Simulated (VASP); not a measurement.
Here is a VASP 6.6.1 calculation.

File INCAR:

```
PREC = Accurate
ENCUT = 520
EDIFF = 1E-6
ISMEAR = 0
SIGMA = 0.15
LREAL = F
LASPH = T
NELM = 100
ALGO = Fast
ISIF = 2
LWAVE = F
LCHARG = F
GGA = PS
NBANDS = 17
```

Contents of KPOINTS:

```
Automatic mesh
0
Gamma
  18 18 10
```

POSCAR

```
Hf
1.0
    3.1966985242      0.0000000000      0.0000000000
   -1.5983492621      2.7684221302      0.0000000000
    0.0000000000      0.0000000000      4.9819330000
Hf
2
Direct
    0.3333333333      0.6666666667      0.2500000000
    0.6666666667      0.3333333333      0.7500000000
```

Potentials or basis: VASP PAW PBE potentials, release 64 (Hf_pv).

Command:

```bash
$ cat potpaw_PBE.64/Hf_pv/POTCAR > POTCAR
$ mpirun -np 1 vasp_std > vasp.out
```

(1) Estimate the band gap on the k mesh.

(2) What does it give for the pressure?

## Answers

(1) zero (band 10 reaches 6.00 eV, above the bottom of band 11 at 4.45 eV).

(2) -2.5 GPa.

Caveat: the cell differs from its parent crystal (strain +0.000 along x and y, -0.015 along z); the PAW data sets were made with another functional, which shifts forces and pressure a little; spin-orbit coupling is left out, which moves the levels of the heavy elements.
